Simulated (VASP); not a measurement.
Wanted: the native input for a VASP 6.6.1 run.

```yaml
Task: single point
Functional: PBEsol
Potentials_or_basis: VASP PAW PBE potentials, release 64 (Zr_sv, C)
Cutoff: 520 eV
k_mesh: 15 × 15 × 15
Occupations: fermi-dirac, width 0.05 eV
Spin: no spin polarisation
Dipole_correction: no
Further_INCAR_settings: ALGO = Normal; EDIFF = 1e-06; NBANDS = 15
```

The structure of ZrC lies in POSCAR:

```
ZrC
1.0
    0.0000000000      2.3022330686      2.3022330686
    2.3022330686      0.0000000000      2.3022330686
    2.3022330686      2.3022330686      0.0000000000
Zr C
1 1
Direct
    0.5000000000      0.5000000000      0.5000000000
    0.0000000000      0.0000000000      0.0000000000
```

This cell differs from its parent crystal: volume scaled by 0.94.

These files were run (other wordings do the same):

INCAR

```
PREC = Accurate ; ENCUT = 520
EDIFF = 1E-6 ; ISMEAR = -1
SIGMA = 0.05 ; LREAL = False
LASPH = True ; NELM = 60
ALGO = Normal ; ISIF = 2
LWAVE = False ; LCHARG = False
GGA = PS ; NBANDS = 15
```

KPOINTS

```
Automatic mesh
0
Gamma
  15 15 15
```

Potentials or basis: VASP PAW PBE potentials, release 64 (Zr_sv, C).

Command:

```sh
$ cat potpaw_PBE.64/Zr_sv/POTCAR potpaw_PBE.64/C/POTCAR > POTCAR
$ mpirun -np 1 vasp_std > vasp.out
```

It gave:

```yaml
Pressure: 11.1 GPa
Band_gap_on_the_k_mesh: zero (band 8 reaches 11.19 eV, above the bottom of band 9 at 9.85 eV)
```

Caveat: the PAW data sets were made with another functional, which shifts forces and pressure a little.

Run time: 24 s on 1 thread of Intel(R) Xeon(R) Platinum 8375C CPU @ 2.90GHz (Ice Lake), with other jobs on the host, peak memory 0.17 GiB.
